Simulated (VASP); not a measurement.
# Al (Cmmm) in VASP: a series of runs, part 2 of 2

VASP 6.6.1.

## Step 3: Relaxation of cell and atoms, PBE

Input file INCAR:

```
SYSTEM = Al
PREC = Accurate
ENCUT = 600
EDIFF = 1E-6
ISMEAR = 0
SIGMA = 0.1
LREAL = .False.
LASPH = .True.
NELM = 80
ALGO = Normal
ISIF = 3
LWAVE = .False.
LCHARG = .False.
GGA = PE
IBRION = 2
NSW = 90
EDIFFG = -0.04
```

Input file KPOINTS:

```
Automatic mesh
0
Gamma
  4 4 4
  0 0 0
```

Input file POSCAR:

```
Al
1.0
    2.4444118300     -2.9871512800      0.0000000000
    2.4444118300      2.9871512800      0.0000000000
    0.0000000000      0.0000000000      7.3794070800
Al
6
Direct
    0.2078974700      0.7921025300      0.6677314300
    0.7921025300      0.2078974700      0.6677314300
    0.7921025300      0.2078974700      0.3322685700
    0.2078974700      0.7921025300      0.3322685700
    0.2921958800      0.7078041200      0.0000000000
    0.7078041200      0.2921958800      0.0000000000
```

Potentials or basis: VASP PAW PBE potentials, release 64 (Al).

The run is started by

```console
cat potpaw_PBE.64/Al/POTCAR > POTCAR
mpirun -np 1 vasp_std > vasp.out
```

OUTCAR:

```text
SYSTEM = Al
   PREC = Accurate
   ENCUT = 600
   EDIFF = 1E-6
   ISMEAR = 0
   LREAL = .False.
   LASPH = .True.
   NELM = 80
   ISIF = 3
   GGA = PE
   IBRION = 2
   NSW = 90
   EDIFFG = -0.04

 ion  position               nearest neighbor table
   1  0.208  0.792  0.668-   4 2.48   2 2.48   2 2.50   2 2.50   5 2.50
   2  0.792  0.208  0.668-   3 2.48   1 2.48   1 2.50   1 2.50   6 2.50
   3  0.792  0.208  0.332-   2 2.48   4 2.48   4 2.50   4 2.50   6 2.50
   4  0.208  0.792  0.332-   1 2.48   3 2.48   3 2.50   3 2.50   5 2.50
   5  0.292  0.708  0.000-   6 2.48   6 2.50   6 2.50   1 2.50   4 2.50
   6  0.708  0.292  0.000-   5 2.48   5 2.50   5 2.50   2 2.50   3 2.50

  LATTYP: Found a base centered orthorhombic cell.
 ALAT       =     4.8888236600
 B/A-ratio  =     1.2220327374
 C/A-ratio  =     1.5094443149

  Lattice vectors:

[... 305 lines left out ...]

 number of electron      18.0000000 magnetization

------------------------ aborting loop because EDIFF is reached ----------------------------------------
[... 75 lines left out ...]
--------------------------------------- Ionic step       24  -------------------------------------------

 number of electron      18.0000000 magnetization

 Free energy of the ion-electron system (eV)
  ---------------------------------------------------
  ext. energy  EPLUGINS =         0.00000000
  ---------------------------------------------------
  free energy    TOTEN  =       -20.31935456 eV

  energy without entropy =      -20.30652343  energy(sigma->0) =      -20.31293900

 E-fermi :   5.5332     XC(G=0):  -9.4342

 val. band max:        5.5056232415   @ k =   0.2500  -0.0000   0.5000
 cond. band min:       5.7766845514   @ k =   0.0000   0.0000   0.5000
 fundamental gap:      0.2710613099
 Fermi energy:         5.5332101288

 k-point     1 :       0.0000    0.0000    0.0000
  band No.  band energies     occupation
      1      -3.8947      2.00000
      2      -1.8756      2.00000
      3      -1.8677      2.00000
      4       4.3374      2.00000
      5       4.3438      2.00000
      6       5.3290      1.99613
      7       5.3563      1.98765
      8       5.9254      0.00000
      9       7.0689      0.00000
     10       7.0762      0.00000
     11       7.0978      0.00000
     12       7.7390      0.00000
     13       7.7497      0.00000
[... 351 lines left out ...]
  FREE ENERGIE OF THE ION-ELECTRON SYSTEM (eV)
  ---------------------------------------------------
  free  energy   TOTEN  =       -20.3193545635 eV

  energy  without entropy=      -20.3065234329  energy(sigma->0) =      -20.31293900

 reached required accuracy - stopping structural energy minimisation
```

OSZICAR:

```text
N       E                     dE             d eps       ncg     rms          rms(c)
DAV:   1     0.288773242955E+02    0.28877E+02   -0.71110E+03   546   0.124E+03
DAV:   2    -0.165384967951E+02   -0.45416E+02   -0.42552E+02   687   0.130E+02
DAV:   3    -0.183641229324E+02   -0.18256E+01   -0.17392E+01   720   0.247E+01
[... 199 lines left out ...]
DAV:   1    -0.203194448577E+02   -0.60511E-03   -0.13129E-02   606   0.711E-01    0.504E-02
DAV:   2    -0.203193911235E+02    0.53734E-04   -0.40158E-04   631   0.139E-01    0.282E-02
DAV:   3    -0.203193554928E+02    0.35631E-04   -0.58446E-05   611   0.394E-02    0.881E-03
DAV:   4    -0.203193544036E+02    0.10892E-05   -0.61500E-06   636   0.145E-02    0.313E-03
DAV:   5    -0.203193545635E+02   -0.15989E-06   -0.24510E-07   328   0.310E-03
  24 F= -.20319355E+02 E0= -.20312939E+02  d E =-.222050E-02
```

CONTCAR:

```text
Al
   1.00000000000000
     2.6828035721374004   -2.6750447223986900    0.0000000000000000
     2.6828035721374004    2.6750447223986900    0.0000000000000000
     0.0000000000000000    0.0000000000000000    8.3997722642538388
  Al
     6
Direct
     0.2499765393235316    0.7500234606764684    0.6668768554962896
     0.7500234606764684    0.2499765393235316    0.6668768554962896
     0.7500234606764684    0.2499765393235316    0.3331231445037104
     0.2499765393235316    0.7500234606764684    0.3331231445037104
     0.2499845516574370    0.7500154483425631    0.0000000000000000
     0.7500154483425630    0.2499845516574370    0.0000000000000000

  0.00000000E+00  0.00000000E+00  0.00000000E+00
  0.00000000E+00  0.00000000E+00  0.00000000E+00
  0.00000000E+00  0.00000000E+00  0.00000000E+00
  0.00000000E+00  0.00000000E+00  0.00000000E+00
  0.00000000E+00  0.00000000E+00  0.00000000E+00
  0.00000000E+00  0.00000000E+00  0.00000000E+00
```

It took 3.5 min on 1 thread of Intel Xeon Platinum 8488C (Sapphire Rapids), shared host; peak memory 0.24 GiB.

What came out:

```
Free energy                           : -20.3194 eV
Relaxed volume                        : 20.09 Å³/atom
Relaxed cell                          : a = 3.789 Å, b = 3.789 Å, c = 8.400 Å, α = 90.00°, β = 90.00°, γ = 89.83°
Space group after relaxing (to 0.1 Å) : P4/mmm (No. 123)
Energy gained by relaxing             : 346.0 meV/atom
Ionic steps                           : 24
Pressure after relaxing               : -0.1 GPa
Largest force after relaxing          : 0.012 eV/Å
```

Forces on the atoms (eV/Å):
```
Al   0.000 -0.002 -0.012
Al   0.000  0.002 -0.012
Al   0.000  0.002  0.012
Al   0.000 -0.002  0.012
Al   0.000 -0.001  0.000
Al   0.000  0.001  0.000
```

Step by step:
```csv
step,energy change (eV),largest force (eV/Å),pressure (GPa),volume (Å³)
1,0.0000,0.5458,16.30,107.77
2,-1.1223,0.3608,-2.42,138.75
3,-1.1605,0.4270,-0.24,132.50
4,-1.1610,0.4209,-0.46,133.09
5,-1.2148,0.3851,-0.62,132.51
6,-1.3897,0.3942,-1.23,130.70
7,-1.7826,0.4805,-1.74,126.81
8,0.2322,4.8673,8.88,117.94
9,-1.7709,0.6229,-1.50,126.24
10,-1.7538,0.8024,0.35,122.25
11,-1.8524,0.5931,-1.13,124.85
12,-1.8666,0.5179,-0.71,123.84
13,-1.8959,0.4325,-0.36,122.61
14,-1.8977,0.4990,-0.24,122.24
15,-1.9606,0.4392,-0.25,121.76
16,-2.0312,0.3195,-0.24,120.86
17,-1.9145,0.3801,1.65,118.87
18,-2.0412,0.2555,0.02,120.40
19,-2.0624,0.1925,0.30,120.10
20,-2.0628,0.2038,0.36,120.05
21,-2.0724,0.1386,0.02,120.54
22,-2.0738,0.0998,-0.15,120.83
23,-2.0756,0.0481,-0.10,120.69
24,-2.0761,0.0123,-0.06,120.56
```

Final structure:
```
CELL_PARAMETERS angstrom
2.68280 -2.67504 0.00000
2.68280 2.67504 0.00000
0.00000 0.00000 8.39977
ATOMIC_POSITIONS crystal
Al 0.24998 0.75002 0.66688
Al 0.75002 0.24998 0.66688
Al 0.75002 0.24998 0.33312
Al 0.24998 0.75002 0.33312
Al 0.24998 0.75002 0.00000
Al 0.75002 0.24998 0.00000
```

Levels at points of the mesh, in eV from the Fermi level:
| k point | band 5 | band 6 | band 7 | band 8 | band 9 | band 10 | band 11 | band 12 |
| --- | --- | --- | --- | --- | --- | --- | --- | --- |
| (0.00, 0.00, 0.00) | -1.19 | -0.20 | -0.18 | 0.39 | 1.54 | 1.54 | 1.56 | 2.21 |
| (0.50, 0.00, 0.00) | -4.90 | -4.90 | 1.04 | 1.04 | 1.05 | 1.05 | 2.13 | 2.13 |
| (0.50, 0.50, 0.00) | -2.82 | -2.81 | -2.78 | -2.77 | -2.11 | -2.10 | -2.10 | -2.09 |
| (0.00, 0.00, 0.50) | 0.24 | 0.25 | 0.27 | 0.28 | 0.87 | 0.88 | 2.86 | 2.92 |
| (0.50, 0.00, 0.50) | -3.01 | -3.00 | -1.67 | -1.67 | 2.57 | 2.57 | 2.58 | 2.58 |
| (0.50, 0.50, 0.50) | -3.46 | -3.45 | -3.44 | -3.44 | -0.75 | -0.74 | -0.41 | -0.26 |

Caveat: the k points lie up to 0.41 Å⁻¹ apart in the final cell; the highest band is partly filled, so the run has too few bands.
